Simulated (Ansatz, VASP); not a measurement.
# Two plane-wave programs on Al

The input INCAR:

```
SYSTEM = Al
PREC = Accurate
ENCUT = 520
EDIFF = 1E-8
ISMEAR = -1
SIGMA = 0.03
LREAL = .FALSE.
LASPH = .TRUE.
NELM = 60
ALGO = Normal
ISIF = 2
LWAVE = .FALSE.
LCHARG = .FALSE.
LEFG = .TRUE.
NBANDS = 8
```

The input KPOINTS:

```
Automatic mesh
0
G
  17 17 17
  0 0 0
```

The input POSCAR:

```
Al
1.0
    0.0000000000      2.0103958323      2.0103958323
    2.0103958323      0.0000000000      2.0103958323
    2.0103958323      2.0103958323      0.0000000000
Al
1
Direct
    0.0000000000      0.0000000000      0.0000000000
```

Input for Ansatz:

```yaml
crystal:
  lattice:
    - [0.0, 2.0103958323, 2.0103958323]
    - [2.0103958323, 0.0, 2.0103958323]
    - [2.0103958323, 2.0103958323, 0.0]
  atoms:
    - { symbol: Al, position: [0.0, 0.0, 0.0] }
kpoints:
  mp_grid: { grid: [17, 17, 17] }
scf:
  occupations: { method: fermi_dirac, width: 0.03 }
hamiltonian:
  xc: lda
  pseudopotentials: { kind: paw }
output:
  forces: true
  stress: true
  eigenvalues: true
  efg: { contact_densities: true }
```

Change from the starting cell: volume scaled by 0.98, PAW files.

Alike in both runs: task electric field gradients; functional LDA; k mesh 17 × 17 × 17; occupations fermi-dirac, width 0.03 eV; no spin polarisation.

```csv
,VASP,Ansatz
version,VASP 6.6.1,Ansatz 0.2.0
potentials or method,"VASP PAW LDA potentials, release 64 (Al)","PAW with Ansatz's default frozen-core files, scalar-relativistic"
plane-wave cutoff (eV),520,420
valence electrons in the cell,3,3
```

```csv
,VASP,Ansatz,Ansatz less VASP
pressure (GPa),-2.2,-2.2,-0.05
```

LDA's correlation is that of Perdew and Zunger in VASP and of Perdew and Wang (1992) in Ansatz.
